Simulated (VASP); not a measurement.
# LiPd2N3 (P4/mmm) in VASP: a series of runs

The runs below take LiPd2N3 through single point, with PBE.

Everything below comes from runs of VASP 6.6.1. Logs are shortened: lines on timing, memory, paths and dates and some standing lists are left out, and cuts for length are marked.

## Step 1: The cell of the first run

The structure is tetragonal, space group P4/mmm (No. 123). The conventional cell has a = 3.657 Å, b = 3.657 Å, c = 5.168 Å, α = 90.00°, β = 90.00°, γ = 90.00°. Li (site symmetry 4/mmm) has 10 N at 2.58 to 3.17 Å and 8 Pd at 2.89 Å within 3.4 Å. Within 3.0 Å of Pd (site symmetry 4mm) lie 8 N at 2.24 to 2.89 Å and 2 Pd at 2.57 to 2.59 Å and 4 Li at 2.89 Å. Within 2.4 Å of N (site symmetry mmm) lie 2 N at 1.83 Å and 4 Pd at 2.24 Å. N (site symmetry 4/mmm) has 4 N at 1.83 Å within 2.4 Å.

The cell was generated, and may not be a known phase.

## Step 2: Single point, PBE

INCAR reads:

```
PREC = Accurate
ENCUT = 520
EDIFF = 1E-6
ISMEAR = 0
SIGMA = 0.1
LREAL = False
LASPH = True
NELM = 100
ALGO = Normal
ISIF = 2
LWAVE = False
LCHARG = False
GGA = PE
NBANDS = 28
```

KPOINTS reads:

```
Automatic mesh
0
Gamma
  4 4 4
```

POSCAR reads:

```
LiPd2N3
1.0
    3.6568107719      0.0000000000      0.0000000000
    0.0000000000      3.6568107719      0.0000000000
    0.0000000000      0.0000000000      5.1676297149
Li Pd N
1 2 3
Direct
    0.5000000000      0.5000000000      0.5000000000
    0.0000000000      0.0000000000      0.2509263863
    0.0000000000      0.0000000000      0.7490736137
    0.0000000000      0.5000000000      0.0000000000
    0.5000000000      0.0000000000      0.0000000000
    0.5000000000      0.5000000000      0.0000000000
```

Potentials or basis: VASP PAW PBE potentials, release 64 (Li_sv, Pd, N).

The run is started by

```sh
cat potpaw_PBE.64/Li_sv/POTCAR potpaw_PBE.64/Pd/POTCAR potpaw_PBE.64/N/POTCAR > POTCAR
mpirun -np 1 vasp_std > vasp.out
```

OUTCAR:

```text
PREC = Accurate
   ENCUT = 520
   EDIFF = 1E-6
   ISMEAR = 0
   LREAL = False
   LASPH = True
   NELM = 100
   ISIF = 2
   GGA = PE

 ion  position               nearest neighbor table
   1  0.500  0.500  0.500-   2 2.89   3 2.89   2 2.89   3 2.89   2 2.89   3 2.89   2 2.89   3 2.89

   2  0.000  0.000  0.251-   4 2.24   5 2.24   4 2.24   5 2.24   3 2.57   3 2.59   1 2.89   1 2.89
                             1 2.89   1 2.89
   3  0.000  0.000  0.749-   4 2.24   5 2.24   4 2.24   5 2.24   2 2.57   2 2.59   1 2.89   1 2.89
                             1 2.89   1 2.89
   4  0.000  0.500  0.000-   2 2.24   3 2.24   2 2.24   3 2.24
   5  0.500  0.000  0.000-   2 2.24   3 2.24   2 2.24   3 2.24
   6  0.500  0.500  0.000-

  LATTYP: Found a simple tetragonal cell.
 ALAT       =     3.6568107719
 C/A-ratio  =     1.4131520708

  Lattice vectors:

 A1 = (   3.6568107719,   0.0000000000,   0.0000000000)
 A2 = (   0.0000000000,   3.6568107719,   0.0000000000)
 A3 = (   0.0000000000,   0.0000000000,   5.1676297149)

Analysis of symmetry for initial positions (statically):
=====================================================================
 Subroutine PRICEL returns:
 Original cell was already a primitive cell.

 Routine SETGRP: Setting up the symmetry group for a
 simple tetragonal supercell.

 Subroutine GETGRP returns: Found 16 space group operations
 (whereof 16 operations were pure point group operations)
 out of a pool of 16 trial point group operations.

The static configuration has the point symmetry D_4h.

Analysis of symmetry for dynamics (positions and initial velocities):
=====================================================================
 Subroutine PRICEL returns:
 Original cell was already a primitive cell.

 Routine SETGRP: Setting up the symmetry group for a
 simple tetragonal supercell.

 Subroutine GETGRP returns: Found 16 space group operations
 (whereof 16 operations were pure point group operations)
 out of a pool of 16 trial point group operations.

The dynamic configuration has the point symmetry D_4h.

 Subroutine INISYM returns: Found 16 space group operations
 (whereof 16 operations are pure point group operations),
 and found     1 'primitive' translations

----------------------------------------------------------------------------------------

                                     Primitive cell

  volume of cell :      69.1029

  direct lattice vectors                    reciprocal lattice vectors
     3.656810772  0.000000000  0.000000000     0.273462332  0.000000000  0.000000000
     0.000000000  3.656810772  0.000000000     0.000000000  0.273462332  0.000000000
     0.000000000  0.000000000  5.167629715     0.000000000  0.000000000  0.193512317

  length of vectors
     3.656810772  3.656810772  5.167629715     0.273462332  0.273462332  0.193512317

  position of ions in fractional coordinates (direct lattice)
     0.500000000  0.500000000  0.500000000
     0.000000000  0.000000000  0.250926386
     0.000000000  0.000000000  0.749073614
     0.000000000  0.500000000  0.000000000
     0.500000000  0.000000000  0.000000000
     0.500000000  0.500000000  0.000000000

  ion indices of the primitive-cell ions
   primitive index   ion index
                 1           1
                 2           2
                 3           3
                 4           4
                 5           5
                 6           6

----------------------------------------------------------------------------------------

 KPOINTS: Automatic mesh

Automatic generation of k-mesh.
 Grid dimensions read from file:
 generate k-points for:    4    4    4

 Generating k-lattice:

  Cartesian coordinates                     Fractional coordinates (reciprocal lattice)
     0.068365583  0.000000000  0.000000000     0.250000000  0.000000000  0.000000000
     0.000000000  0.068365583  0.000000000     0.000000000  0.250000000  0.000000000
     0.000000000  0.000000000  0.048378079     0.000000000  0.000000000  0.250000000

  Length of vectors
     0.068365583  0.068365583  0.048378079

  Shift w.r.t. Gamma in fractional coordinates (k-lattice)
     0.000000000  0.000000000  0.000000000

 Subroutine IBZKPT returns following result:
 ===========================================

 Found     18 irreducible k-points:

 Following reciprocal coordinates:
            Coordinates               Weight
  0.000000  0.000000  0.000000      1.000000
  0.250000  0.000000  0.000000      4.000000
  0.500000  0.000000  0.000000      2.000000
  0.250000  0.250000  0.000000      4.000000
  0.500000  0.250000  0.000000      4.000000
  0.500000  0.500000  0.000000      1.000000
[... 10 lines left out ...]
  0.500000  0.250000  0.500000      4.000000
  0.500000  0.500000  0.500000      1.000000
   k-points           NKPTS =     18   k-points in BZ     NKDIM =     18   number of bands    NBANDS=     28
   number of dos      NEDOS =    301   number of ions     NIONS =      6
   total plane-waves  NPLWV =  31360
   dimension x,y,z NGX =    28 NGY =   28 NGZ =   40
   dimension x,y,z NGXF=    56 NGYF=   56 NGZF=   80
   ions per type =               1   2   3
   NGX,Y,Z   is equivalent  to a cutoff of  12.73, 12.73, 12.87 a.u.
   NGXF,Y,Z  is equivalent  to a cutoff of  25.46, 25.46, 25.74 a.u.
 SYSTEM =  unknown system
   PREC   = accura    normal or accurate (medium, high low for compatibility)
   ISTART =      0    job   : 0-new  1-cont  2-samecut
   ICHARG =      2    charge: 1-file 2-atom 10-const
   ISPIN  =      1    spin polarized calculation?
   LNONCOLLINEAR =      F non collinear calculations
   LSORBIT =      F    spin-orbit coupling
   LASPH  =      T    aspherical Exc in radial PAW
   ENCUT  =  520.0 eV  38.22 Ry    6.18 a.u.   6.80  6.80  9.61*2*pi/ulx,y,z
   NELM   =    100;   NELMIN=  2; NELMDL= -5     # of ELM steps
   EDIFF  = 0.1E-05   stopping-criterion for ELM
   LREAL  =      F    real-space projection
   EDIFFG = 0.1E-04   stopping-criterion for IOM
   NSW    =      0    number of steps for IOM
   IBRION =     -1    ionic relax: 0-MD 1-quasi-New 2-CG
   NFREE  =      0    steps in history (QN), initial steepest desc. (CG)
   ISIF   =      2    stress and relaxation
   ISYM   =      2    0-nonsym 1-usesym 2-fastsym
   POTIM  = 0.5000    time-step for ionic-motion
   TEBEG  =    0.0;   TEEND  =   0.0 temperature during run
   PSTRESS=    0.0 pullay stress
   NELECT =      38.0000    total number of electrons
   NUPDOWN=      -1.0000    fix difference up-down
   EMIN   =  10.00;   EMAX   =-10.00  energy-range for DOS
   EFERMI =   0.00;   METHOD = LEGACY
   ISMEAR =     0;   SIGMA  =   0.10  broadening in eV -4-tet -1-fermi 0-gaus
   EFERMI_NEDOS =   21; number of points for ismear=-14 and -15
   IALGO  =     38    algorithm
   IMIX   =      4    mixing-type and parameters
     AMIX     =   0.40;   BMIX     =  1.00
     AMIX_MAG =   1.60;   BMIX_MAG =  1.00
  volume/ion in A,a.u.               =      11.52        77.72
  Fermi-wavevector in a.u.,A,eV,Ry     =   1.341232  2.534561 24.475565  1.798903
  Thomas-Fermi vector in A             =   2.469482
   LORBIT       =      0    0 simple, 1 ext, 2 COOP (PROOUT), +10 PAW based schemes
   GGA     = PE    functional components
   LHFCALC =     F    Hartree Fock is set to
   AEXX    =    0.0000 exact exchange contribution
   IVDW    =     0    specifies the selected vdW correction
   LEPSILON=     F    determine dielectric tensor
   LRPA    =     F    only Hartree local field effects (RPA)
 non-spin polarized calculation
 Gauss-broadening in eV      SIGMA  =   0.10
  energy-cutoff  :      520.00
  volume of cell :       69.10
 maximum number of plane-waves:      1900
 NGX is ok and might be reduce to    28
   NGX = 13   NGY = 13   NGZ = 19

 number of electron      38.0000003 magnetization

 Free energy of the ion-electron system (eV)
  ---------------------------------------------------
  ext. energy  EPLUGINS =         0.00000000
  ---------------------------------------------------
  free energy    TOTEN  =       -28.38358942 eV

  energy without entropy =      -28.35866585  energy(sigma->0) =      -28.37112764

 E-fermi :   6.3953     XC(G=0): -11.4260

 val. band max:        6.3792489712   @ k =   0.2500   0.2500   0.0000
 cond. band min:       6.3974821349   @ k =   0.2500   0.2500   0.2500
 fundamental gap:      0.0182331637
 Fermi energy:         6.3953387470

 k-point     1 :       0.0000    0.0000    0.0000
  band No.  band energies     occupation
      1     -39.3883      2.00000
      2     -12.4884      2.00000
      3      -7.3042      2.00000
      4      -3.0554      2.00000
      5      -2.1700      2.00000
      6      -2.1700      2.00000
[... 20 lines left out ...]
     27      14.2927      0.00000
     28      14.8618      0.00000

 k-point     2 :       0.2500    0.0000    0.0000
  band No.  band energies     occupation
      1     -39.3879      2.00000
      2     -12.0637      2.00000
      3      -8.2198      2.00000
      4      -4.3897      2.00000
      5      -1.8680      2.00000
      6      -0.0506      2.00000
[... 20 lines left out ...]
     27      14.8152      0.00000
     28      15.9751      0.00000

 k-point     3 :       0.5000    0.0000    0.0000
  band No.  band energies     occupation
      1     -39.3875      2.00000
      2     -11.3503      2.00000
      3      -9.4329      2.00000
      4      -4.6765      2.00000
      5      -1.4051      2.00000
      6       0.1774      2.00000
[... 20 lines left out ...]
     27      14.9832      0.00000
     28      16.0562      0.00000

 k-point     4 :       0.2500    0.2500    0.0000
  band No.  band energies     occupation
      1     -39.3876      2.00000
      2     -11.6231      2.00000
      3      -8.4580      2.00000
      4      -6.1843      2.00000
      5      -0.5586      2.00000
      6       0.3682      2.00000
[... 20 lines left out ...]
     27      14.1921      0.00000
     28      16.2053      0.00000

 k-point     5 :       0.5000    0.2500    0.0000
  band No.  band energies     occupation
      1     -39.3873      2.00000
      2     -10.8368      2.00000
      3      -9.3209      2.00000
      4      -6.8784      2.00000
      5      -0.7970      2.00000
      6       1.4192      2.00000
[... 20 lines left out ...]
     27      14.6253      0.00000
     28      15.1525      0.00000

 k-point     6 :       0.5000    0.5000    0.0000
  band No.  band energies     occupation
      1     -39.3869      2.00000
      2      -9.4130      2.00000
      3      -9.2062      2.00000
      4      -9.2062      2.00000
      5      -1.2253      2.00000
      6       2.2582      2.00000
[... 277 lines left out ...]
      5      -1.3848      2.00000
      6       0.4588      2.00000
[... 20 lines left out ...]
     27      13.7421      0.00000
     28      15.8716      0.00000

 k-point    16 :       0.2500    0.2500    0.5000
  band No.  band energies     occupation
      1     -39.3875      2.00000
      2     -11.6169      2.00000
      3      -8.4515      2.00000
      4      -6.1681      2.00000
      5      -0.1766      2.00000
      6       0.2882      2.00000
[... 20 lines left out ...]
     27      12.7336      0.00000
     28      16.3298      0.00000

 k-point    17 :       0.5000    0.2500    0.5000
  band No.  band energies     occupation
      1     -39.3873      2.00000
      2     -10.8374      2.00000
      3      -9.3068      2.00000
      4      -6.8747      2.00000
      5      -0.3566      2.00000
      6       1.3782      2.00000
[... 20 lines left out ...]
     27      12.8928      0.00000
     28      14.1084      0.00000

 k-point    18 :       0.5000    0.5000    0.5000
  band No.  band energies     occupation
      1     -39.3869      2.00000
      2      -9.4161      2.00000
      3      -9.2012      2.00000
      4      -9.2012      2.00000
      5      -0.8048      2.00000
      6       2.0884      2.00000
[... 20 lines left out ...]
     27      14.6790      0.00000
     28      14.9817      0.00000

------------------------ aborting loop because EDIFF is reached ----------------------------------------

  FORCE on cell =-STRESS in cart. coord.  units (eV):
  Direction    XX          YY          ZZ          XY          YZ          ZX
  --------------------------------------------------------------------------------------
  -------------------------------------------------------------------------------------
  Total        0.0244146      0.0244146      0.0170044      0.0000000     -0.0000000      0.0000000
  in kB        0.5660615      0.5660615      0.3942528      0.0000000     -0.0000000      0.0000000
  external PRESSURE =       0.5087919 kB  Pullay stress =       0.0000000 kB

 VOLUME and BASIS-vectors are now :
 -----------------------------------------------------------------------------
  energy-cutoff  :      520.00
  volume of cell :       69.10
      direct lattice vectors                 reciprocal lattice vectors
     3.656810772  0.000000000  0.000000000     0.273462332  0.000000000  0.000000000
     0.000000000  3.656810772  0.000000000     0.000000000  0.273462332  0.000000000
     0.000000000  0.000000000  5.167629715     0.000000000  0.000000000  0.193512317

 POSITION                                       TOTAL-FORCE (eV/Angst)
 -----------------------------------------------------------------------------------
      1.82841      1.82841      2.58381         0.000000     -0.000000      0.000000
      0.00000      0.00000      1.29669        -0.000000      0.000000      0.040604
      0.00000      0.00000      3.87094        -0.000000      0.000000     -0.040604
      0.00000      1.82841      0.00000         0.000000     -0.000000      0.000000
      1.82841      0.00000      0.00000         0.000000     -0.000000      0.000000
      1.82841      1.82841      0.00000         0.000000     -0.000000      0.000000
 -----------------------------------------------------------------------------------
    total drift:                                0.000000     -0.000000     -0.000000

  FREE ENERGIE OF THE ION-ELECTRON SYSTEM (eV)
  ---------------------------------------------------
  free  energy   TOTEN  =       -28.3835894235 eV

  energy  without entropy=      -28.3586658480  energy(sigma->0) =      -28.37112764
```

Run time: 24 s. Hardware: 1 thread of Intel Xeon 6975P-C (Granite Rapids), shared host; peak memory 0.18 GiB.

What came out:

```
Free energy            : -28.3836 eV
Largest force          : 0.041 eV/Å
Band gap on the k mesh : zero (bands 19 and 20 overlap by 1.19 eV)
```

Forces in eV/Å, atoms in the order of the input:
```
Li   0.000  0.000  0.000
Pd   0.000  0.000  0.041
Pd   0.000  0.000 -0.041
N    0.000  0.000  0.000
N    0.000  0.000  0.000
N    0.000  0.000  0.000
```

Levels at points of the mesh, in eV from the Fermi level:
```tsv
k point	band 15	band 16	band 17	band 18	band 19	band 20	band 21	band 22	band 23	band 24
(0.00, 0.00, 0.00)	-2.17	-1.62	-1.62	-0.53	0.04	0.04	0.97	1.40	6.65	6.65
(0.50, 0.00, 0.00)	-1.76	-1.61	-1.57	-0.12	0.28	0.36	0.48	0.56	0.76	3.15
(0.50, 0.50, 0.00)	-1.00	-0.90	-0.84	-0.74	-0.74	0.40	0.40	1.40	1.80	2.78
(0.00, 0.00, 0.50)	-2.46	-2.38	-1.82	-0.29	1.08	1.21	1.21	1.25	3.19	6.26
(0.50, 0.00, 0.50)	-2.20	-1.96	-1.29	-0.82	-0.06	0.67	0.77	1.08	1.25	5.04
(0.50, 0.50, 0.50)	-2.26	-2.07	-2.07	-0.92	-0.89	0.51	0.51	1.50	1.71	1.86
```

Caveat: the k points lie up to 0.43 Å⁻¹ apart, too coarse for converged energies and pressures of a metal; the cutoff is under 1.25 times the usual one of these potentials, so pressure, stress and relaxed cells hold a basis-set (Pulay) error.

(Part 1 of 2 ends here.)
